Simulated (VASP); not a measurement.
Here is a VASP 6.6.1 calculation.

The input INCAR:

```
ALGO = Normal ; DIPOL = 0.5 0.5 0.643
EDIFF = 1E-6 ; ENCUT = 400
GGA = PE ; GGA_COMPAT = F
IDIPOL = 3 ; ISIF = 2
ISMEAR = 1 ; LASPH = T
LCHARG = T ; LDIPOL = T
LELF = T ; LREAL = F
LVACPOTAV = T ; LVHAR = T
LWAVE = F ; NBANDS = 18
NELM = 120 ; NELMDL = -8
PREC = Accurate ; SIGMA = 0.1
```

Contents of KPOINTS:

```
k-points
0
Gamma
  12 12 1
```

POSCAR

```
Al
1.0
    3.0028735207      0.0000000000      0.0000000000
    0.0000000000      3.0028735207      0.0000000000
    0.0000000000      0.0000000000     29.8274673280
Al
6
Direct
    0.0000000000      0.0000000000      0.4812233831
    0.5000000000      0.5000000000      0.5442162275
    0.0000000000      0.0000000000      0.6100402284
    0.5000000000      0.5000000000      0.6759093940
    0.0000000000      0.0000000000      0.7408618892
    0.5000000000      0.5000000000      0.8065685534
```

Potentials or basis: VASP PAW PBE potentials, release 64 (Al).

Run with:

```sh
$ cat potpaw_PBE.64/Al/POTCAR > POTCAR
$ mpirun -np 1 vasp_std > vasp.out
```

Predict the band gap on the k mesh.

zero (band 9 reaches 3.57 eV, above the bottom of band 10 at -1.00 eV).

Predict the largest force.

0.223 eV/Å.

Forces on the atoms (eV/Å):
```
Al   0.000  0.000 -0.223
Al   0.000  0.000  0.216
Al   0.000  0.000 -0.164
Al   0.000  0.000  0.128
Al   0.000  0.000  0.006
Al   0.000  0.000  0.036
```
